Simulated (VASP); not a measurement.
# HfSi2O6 (C222) in VASP: a series of runs, part 2 of 2

VASP 6.6.1.

### Step 4. Single point, PBE

Contents of INCAR:

```
  PREC = Accurate
  ENCUT = 520
  EDIFF = 1E-7
  ISMEAR = 0
  SIGMA = 0.1
  LREAL = False
  LASPH = True
  NELM = 80
  ALGO = Normal
  ISIF = 2
  LWAVE = False
  LCHARG = True
  GGA = PE
  LELF = True
  LVHAR = True
  NBANDS = 37
```

Contents of KPOINTS:

```
Automatic mesh
0
Gamma
  4 4 4
```

Contents of POSCAR:

```
HfSi2O6
1.0
    2.6078699000     -4.9479839000      0.0000000000
    2.6078699000      4.9479839000      0.0000000000
    0.0000000000      0.0000000000      6.0196389000
Hf Si O
1 2 6
Direct
    0.5000000000      0.5000000000      0.0000000000
    0.5000000000      0.0000000000      0.3443370000
    0.0000000000      0.5000000000      0.6556630000
    0.8233100000      0.5889660000      0.8112530000
    0.2234110000      0.7765890000      0.5000000000
    0.5889660000      0.8233100000      0.1887470000
    0.1766900000      0.4110340000      0.8112530000
    0.7765890000      0.2234110000      0.5000000000
    0.4110340000      0.1766900000      0.1887470000
```

Potentials or basis: VASP PAW PBE potentials, release 64 (Hf_pv, Si, O).

Launch:

```
$ cat potpaw_PBE.64/Hf_pv/POTCAR potpaw_PBE.64/Si/POTCAR potpaw_PBE.64/O/POTCAR > POTCAR
$ mpirun -np 1 vasp_std > vasp.out
```

OUTCAR:

```text
PREC = Accurate
   ENCUT = 520
   EDIFF = 1E-7
   ISMEAR = 0
   LREAL = False
   LASPH = True
   NELM = 80
   ISIF = 2
   GGA = PE

 ion  position               nearest neighbor table
   1  0.500  0.500  0.000-   4 1.95   6 1.95   7 1.95   9 1.95   2 3.48   3 3.48   2 3.48   3 3.48

   2  0.500  0.000  0.344-   5 1.63   8 1.63   6 1.63   9 1.63   1 3.48   1 3.48
   3  0.000  0.500  0.656-   5 1.63   8 1.63   7 1.63   4 1.63   1 3.48   1 3.48
   4  0.823  0.589  0.811-   3 1.63   1 1.95
   5  0.223  0.777  0.500-   2 1.63   3 1.63
   6  0.589  0.823  0.189-   2 1.63   1 1.95
   7  0.177  0.411  0.811-   3 1.63   1 1.95
   8  0.777  0.223  0.500-   2 1.63   3 1.63
   9  0.411  0.177  0.189-   2 1.63   1 1.95

  LATTYP: Found a base centered orthorhombic cell.
 ALAT       =     5.2157398000
 B/A-ratio  =     1.8973277386
 C/A-ratio  =     1.1541294487

  Lattice vectors:

 A1 = (   2.6078699000,  -4.9479839000,   0.0000000000)
 A2 = (   2.6078699000,   4.9479839000,   0.0000000000)
 A3 = (   0.0000000000,   0.0000000000,   6.0196389000)

Analysis of symmetry for initial positions (statically):
=====================================================================
 Subroutine PRICEL returns:
 Original cell was already a primitive cell.

 Routine SETGRP: Setting up the symmetry group for a
 base centered orthorhombic supercell.

 Subroutine GETGRP returns: Found  4 space group operations
 (whereof  4 operations were pure point group operations)
 out of a pool of  8 trial point group operations.

The static configuration has the point symmetry D_2 .

Analysis of symmetry for dynamics (positions and initial velocities):
=====================================================================
 Subroutine PRICEL returns:
 Original cell was already a primitive cell.

 Routine SETGRP: Setting up the symmetry group for a
 base centered orthorhombic supercell.

 Subroutine GETGRP returns: Found  4 space group operations
 (whereof  4 operations were pure point group operations)
 out of a pool of  8 trial point group operations.

The dynamic configuration has the point symmetry D_2 .

 Subroutine INISYM returns: Found  4 space group operations
 (whereof  4 operations are pure point group operations),
 and found     1 'primitive' translations

----------------------------------------------------------------------------------------

                                     Primitive cell

  volume of cell :     155.3512

  direct lattice vectors                    reciprocal lattice vectors
     2.607869900 -4.947983900  0.000000000     0.191727356 -0.101051258  0.000000000
     2.607869900  4.947983900  0.000000000     0.191727356  0.101051258  0.000000000
     0.000000000  0.000000000  6.019638900     0.000000000  0.000000000  0.166122921

  length of vectors
     5.593168162  5.593168162  6.019638900     0.216727330  0.216727330  0.166122921

  position of ions in fractional coordinates (direct lattice)
     0.500000000  0.500000000  0.000000000
     0.500000000  1.000000000  0.344337000
[... 48 lines left out ...]
  0.000000  0.000000  0.000000      1.000000
  0.250000  0.000000  0.000000      4.000000
  0.500000  0.000000  0.000000      2.000000
  0.250000  0.250000  0.000000      2.000000
  0.500000  0.250000  0.000000      4.000000
 -0.250000  0.250000  0.000000      2.000000
[... 13 lines left out ...]
 -0.250000  0.250000  0.500000      2.000000
  0.500000  0.500000  0.500000      1.000000
   k-points           NKPTS =     21   k-points in BZ     NKDIM =     21   number of bands    NBANDS=     37
   number of dos      NEDOS =    301   number of ions     NIONS =      9
   total plane-waves  NPLWV =  84672
   dimension x,y,z NGX =    42 NGY =   42 NGZ =   48
   dimension x,y,z NGXF=    84 NGYF=   84 NGZF=   96
   ions per type =               1   2   6
   NGX,Y,Z   is equivalent  to a cutoff of  12.48, 12.48, 13.26 a.u.
   NGXF,Y,Z  is equivalent  to a cutoff of  24.97, 24.97, 26.51 a.u.
 SYSTEM =  unknown system
   PREC   = accura    normal or accurate (medium, high low for compatibility)
   ISTART =      0    job   : 0-new  1-cont  2-samecut
   ICHARG =      2    charge: 1-file 2-atom 10-const
   ISPIN  =      1    spin polarized calculation?
   LNONCOLLINEAR =      F non collinear calculations
   LSORBIT =      F    spin-orbit coupling
   LASPH  =      T    aspherical Exc in radial PAW
   ENCUT  =  520.0 eV  38.22 Ry    6.18 a.u.  10.40 10.40 11.19*2*pi/ulx,y,z
   NELM   =     80;   NELMIN=  2; NELMDL= -5     # of ELM steps
   EDIFF  = 0.1E-06   stopping-criterion for ELM
   LREAL  =      F    real-space projection
   EDIFFG = 0.1E-05   stopping-criterion for IOM
   NSW    =      0    number of steps for IOM
   IBRION =     -1    ionic relax: 0-MD 1-quasi-New 2-CG
   NFREE  =      0    steps in history (QN), initial steepest desc. (CG)
   ISIF   =      2    stress and relaxation
   ISYM   =      2    0-nonsym 1-usesym 2-fastsym
   POTIM  = 0.5000    time-step for ionic-motion
   TEBEG  =    0.0;   TEEND  =   0.0 temperature during run
   PSTRESS=    0.0 pullay stress
   NELECT =      54.0000    total number of electrons
   NUPDOWN=      -1.0000    fix difference up-down
   EMIN   =  10.00;   EMAX   =-10.00  energy-range for DOS
   EFERMI =   0.00;   METHOD = LEGACY
   ISMEAR =     0;   SIGMA  =   0.10  broadening in eV -4-tet -1-fermi 0-gaus
   EFERMI_NEDOS =   21; number of points for ismear=-14 and -15
   IALGO  =     38    algorithm
   IMIX   =      4    mixing-type and parameters
     AMIX     =   0.40;   BMIX     =  1.00
     AMIX_MAG =   1.60;   BMIX_MAG =  1.00
  volume/ion in A,a.u.               =      17.26       116.48
  Fermi-wavevector in a.u.,A,eV,Ry     =   1.151069  2.175204 18.027160  1.324959
  Thomas-Fermi vector in A             =   2.287729
   LORBIT       =      0    0 simple, 1 ext, 2 COOP (PROOUT), +10 PAW based schemes
   GGA     = PE    functional components
   LHFCALC =     F    Hartree Fock is set to
   AEXX    =    0.0000 exact exchange contribution
   IVDW    =     0    specifies the selected vdW correction
   LEPSILON=     F    determine dielectric tensor
   LRPA    =     F    only Hartree local field effects (RPA)
 non-spin polarized calculation
 Gauss-broadening in eV      SIGMA  =   0.10
  energy-cutoff  :      520.00
  volume of cell :      155.35
 maximum number of plane-waves:      4206
 NGX is ok and might be reduce to    42
   NGX = 21   NGY = 21   NGZ = 23

 number of electron      53.9999994 magnetization

 Free energy of the ion-electron system (eV)
  ---------------------------------------------------
  ext. energy  EPLUGINS =         0.00000000
  ---------------------------------------------------
  free energy    TOTEN  =       -77.24655849 eV

  energy without entropy =      -77.24655849  energy(sigma->0) =      -77.24655849

 E-fermi :  -0.4324     XC(G=0):  -8.0156

 val. band max:       -0.8643406459   @ k =   0.0000   0.0000   0.5000
 cond. band min:       4.0740019541   @ k =   0.0000   0.0000   0.0000
 fundamental gap:      4.9383426000
 Fermi energy:        -0.4324096642

 k-point     1 :       0.0000    0.0000    0.0000
  band No.  band energies     occupation
      1     -29.7713      2.00000
      2     -29.7187      2.00000
      3     -29.7034      2.00000
      4     -19.5337      2.00000
      5     -18.0895      2.00000
      6     -17.8715      2.00000
[... 829 lines left out ...]
     36       8.0902      0.00000
     37       9.6739      0.00000

------------------------ aborting loop because EDIFF is reached ----------------------------------------

  FORCE on cell =-STRESS in cart. coord.  units (eV):
  Direction    XX          YY          ZZ          XY          YZ          ZX
  --------------------------------------------------------------------------------------
  -------------------------------------------------------------------------------------
  Total       -0.4283109     -0.2892064     -0.3440165      0.0000000      0.0000000      0.0000000
  in kB       -4.4172813     -2.9826605     -3.5479312      0.0000000      0.0000000      0.0000000
  external PRESSURE =      -3.6492910 kB  Pullay stress =       0.0000000 kB

 VOLUME and BASIS-vectors are now :
 -----------------------------------------------------------------------------
  energy-cutoff  :      520.00
  volume of cell :      155.35
      direct lattice vectors                 reciprocal lattice vectors
     2.607869900 -4.947983900  0.000000000     0.191727356 -0.101051258  0.000000000
     2.607869900  4.947983900  0.000000000     0.191727356  0.101051258  0.000000000
     0.000000000  0.000000000  6.019638900     0.000000000  0.000000000  0.166122921

 POSITION                                       TOTAL-FORCE (eV/Angst)
 -----------------------------------------------------------------------------------
      2.60787      0.00000      0.00000        -0.000000      0.000000      0.000000
      1.30393     -2.47399      2.07278        -0.000000      0.000000      0.023886
      1.30393      2.47399      3.94685        -0.000000      0.000000     -0.023886
      3.68303     -1.15953      4.88345        -0.103082      0.120642      0.114313
      2.60787      2.73712      3.00982        -0.000000     -0.007537      0.000000
      3.68303      1.15953      1.13619        -0.103082     -0.120642     -0.114313
      1.53271      1.15953      4.88345         0.103082     -0.120642      0.114313
      2.60787     -2.73712      3.00982        -0.000000      0.007537      0.000000
      1.53271     -1.15953      1.13619         0.103082      0.120642     -0.114313
 -----------------------------------------------------------------------------------
    total drift:                               -0.000000     -0.000000      0.000000

  FREE ENERGIE OF THE ION-ELECTRON SYSTEM (eV)
  ---------------------------------------------------
  free  energy   TOTEN  =       -77.2465584851 eV

  energy  without entropy=      -77.2465584851  energy(sigma->0) =      -77.24655849
```

Wall time 2.1 min (1 thread of Intel Xeon Platinum 8488C (Sapphire Rapids), shared host); peak memory 0.32 GiB.

What came out:

| Quantity | Value |
| --- | --- |
| Free energy | -77.2466 eV |
| Pressure | -0.4 GPa |
| Largest force | 0.196 eV/Å |
| Band gap on the k mesh | 4.94 eV (least direct gap 5.17 eV) |

Forces on the atoms (eV/Å):
```
Hf   0.000  0.000  0.000
Si   0.000  0.000  0.024
Si   0.000  0.000 -0.024
O   -0.103  0.121  0.114
O    0.000 -0.008  0.000
O   -0.103 -0.121 -0.114
O    0.103 -0.121  0.114
O    0.000  0.008  0.000
O    0.103  0.121 -0.114
```

Stress tensor (GPa, compression positive):
```
-0.44  0.00  0.00
 0.00 -0.30  0.00
 0.00  0.00 -0.35
```

Caveat: spin-orbit coupling is left out, which moves the levels of the heavy elements. A k mesh can miss the band edges.

### Step 5. Single point, PBE

Contents of INCAR:

```
SYSTEM = HfSi2O6
PREC = Accurate
ENCUT = 520
EDIFF = 1E-6
ISMEAR = 0
SIGMA = 0.02
LREAL = .False.
LASPH = .True.
NELM = 60
ALGO = Normal
ISIF = 2
LWAVE = .False.
LCHARG = .False.
GGA = PE
NBANDS = 37
```

Contents of KPOINTS:

```
regular mesh
0
Gamma
  6 6 4
  0 0 0
```

POSCAR is that of step 4.

Launch:

```
$ cat potpaw_PBE.64/Hf_pv/POTCAR potpaw_PBE.64/Si/POTCAR potpaw_PBE.64/O/POTCAR > POTCAR
$ mpirun -np 1 vasp_std > vasp.out
```

Run time: 4.1 min. Hardware: 1 thread of Intel Xeon Platinum 8488C (Sapphire Rapids), shared host; peak memory 0.38 GiB.

Results (log left out):

```yaml
Free_energy: -77.2466 eV
Pressure: -0.4 GPa
Largest_force: 0.196 eV/Å
Band_gap_on_the_k_mesh: 4.94 eV (least direct gap 5.17 eV)
```

Forces in eV/Å, atoms in the order of the input:
```
Hf   0.000  0.000  0.000
Si   0.000  0.000  0.024
Si   0.000  0.000 -0.024
O   -0.103  0.121  0.114
O    0.000 -0.007  0.000
O   -0.103 -0.121 -0.114
O    0.103 -0.121  0.114
O    0.000  0.007  0.000
O    0.103  0.121 -0.114
```

Stress tensor (GPa, compression positive):
```
-0.44  0.00  0.00
 0.00 -0.30  0.00
 0.00  0.00 -0.36
```

Levels at points of the mesh, in eV from the valence-band top:
```tsv
k point	band 24	band 25	band 26	band 27	band 28	band 29	band 30	band 31
(0.00, 0.00, 0.00)	-0.80	-0.35	-0.26	-0.23	4.94	6.31	6.43	6.97
(0.50, 0.00, 0.00)	-1.00	-0.79	-0.38	-0.08	6.14	6.63	6.95	6.96
(0.50, 0.50, 0.00)	-1.00	-0.65	-0.13	0.00	6.04	6.31	6.86	6.96
(0.00, 0.00, 0.50)	-0.79	-0.09	-0.03	0.00	6.02	6.39	6.65	6.71
(0.50, 0.00, 0.50)	-0.89	-0.57	-0.52	-0.21	6.26	6.60	6.91	7.26
(0.50, 0.50, 0.50)	-0.81	-0.54	-0.46	-0.33	6.14	6.60	6.78	6.89
```

Caveat: spin-orbit coupling is left out, which moves the levels of the heavy elements. A k mesh can miss the band edges.

### Step 6. Overview

```csv
task,cell,k mesh,cutoff (eV),smearing,gap on the mesh (eV),pressure (GPa),largest force (eV/Å)
relaxation of cell and atoms,"relaxed from a = 5.593, b = 5.593, c = 6.020 Å, angles 90.0, 90.0, 124.4°, 9 atoms",6 × 6 × 4,600,gaussian 0.02 eV,4.96,0.0,0.01
single point,"a = 5.216, b = 5.593, c = 6.020 Å, angles 90.0, 90.0, 117.8°, 9 atoms",4 × 4 × 2,520,gaussian 0.1 eV,4.94,-0.4,0.20
single point,"a = 5.593, b = 5.593, c = 6.020 Å, angles 90.0, 90.0, 124.4°, 9 atoms",4 × 4 × 4,520,gaussian 0.1 eV,4.94,-0.4,0.20
single point,"a = 5.593, b = 5.593, c = 6.020 Å, angles 90.0, 90.0, 124.4°, 9 atoms",6 × 6 × 4,520,gaussian 0.02 eV,4.94,-0.4,0.20
```

Alike in all rows: level PBE; potentials or basis VASP PAW PBE potentials, release 64 (Hf_pv, Si, O); no spin polarisation.

Caveats: some runs use coarse meshes; spin-orbit coupling is left out, which moves the levels of the heavy elements.

Absolute energies hang on the potentials; compare differences alone.
